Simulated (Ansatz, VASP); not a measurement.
Two plane-wave programs on Ge

```
CELL_PARAMETERS angstrom
3.28530 0.00000 0.00000
-1.64265 2.84515 0.00000
0.00000 0.00000 5.33222
ATOMIC_POSITIONS crystal
Ge 0.33333 0.66667 0.25000
Ge 0.66667 0.33333 0.75000
```

Alike in both runs: task relaxation of cell and atoms; functional PBEsol; k mesh 6 × 6 × 4; occupations gaussian, width 0.1 eV; no spin polarisation.

|  | VASP | Ansatz |
| --- | --- | --- |
| version | VASP 6.6.1 | Ansatz 0.2.0 |
| potentials or method | VASP PAW PBE potentials, release 64 (Ge_d), cutoff 600 eV | scalar-relativistic, plane waves, PAW |
| valence electrons in the cell | 28 | 28 |

|  | VASP | Ansatz | Ansatz less VASP |
| --- | --- | --- | --- |
| gap on the k mesh at the Fermi level, each at its own relaxed structure (eV) | none | none | - |
| relaxed volume (Å³/atom) | 18.10 | 18.12 | +0.023 |
| relaxed length of the cell vector where the two differ most in proportion (Å) | 2.948 | 2.950 | +0.0025 |

VASP's potentials were made for PBE, not for PBEsol. A gap of «none» marks a metal or a gap that the smearing closes.

The k mesh is coarse, so the values compare programs but aren't converged. Noted on VASP's run: the volume moved by over 15 % at a fixed basis, so the end points are rough.
